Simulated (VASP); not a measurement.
Input of a VASP 6.6.1 run:

File INCAR:

```
SYSTEM = In
  PREC = Accurate
  ENCUT = 520
  EDIFF = 1E-6
  ISMEAR = 0
  SIGMA = 0.1
  LREAL = .FALSE.
  LASPH = .TRUE.
  NELM = 100
  ALGO = Fast
  ISIF = 2
  LWAVE = .FALSE.
  LCHARG = .TRUE.
  GGA = PE
  LELF = .TRUE.
  LVHAR = .TRUE.
  NBANDS = 48
```

Contents of KPOINTS:

```
Automatic mesh
0
G
  2 2 6
  0 0 0
```

File POSCAR:

```
In
1.0
    7.8606537927      0.0000000000      0.0000000000
    0.0000000000      7.8606537927      0.0000000000
    0.0000000000      0.0000000000      3.0351419925
In
6
Direct
    0.1386252542      0.3613747458      0.0000000000
    0.3613747458      0.8613747458      0.0000000000
    0.8613747458      0.6386252542      0.0000000000
    0.6386252542      0.1386252542      0.0000000000
    0.0000000000      0.0000000000      0.0000000000
    0.5000000000      0.5000000000      0.0000000000
```

Potentials or basis: VASP PAW PBE potentials, release 64 (In_d).

The run is started by

```sh
$ cat potpaw_PBE.64/In_d/POTCAR > POTCAR
$ mpirun -np 1 vasp_std > vasp.out
```

Q: What does it give for the band gap on the k mesh?

A: Zero (bands 39 and 40 overlap by 2.09 eV).

Q: What does it give for the pressure?

A: -0.2 GPa.

Q: What does it give for the largest force?

A: 0.019 eV/Å.

Forces in eV/Å, atoms in the order of the input:
```
In   0.013 -0.013  0.000
In  -0.013 -0.013  0.000
In  -0.013  0.013  0.000
In   0.013  0.013  0.000
In   0.000  0.000  0.000
In   0.000  0.000  0.000
```

Caveat: the k points lie up to 0.40 Å⁻¹ apart, too coarse for converged energies and pressures of a metal; spin-orbit coupling is left out, which moves the levels of the heavy elements.
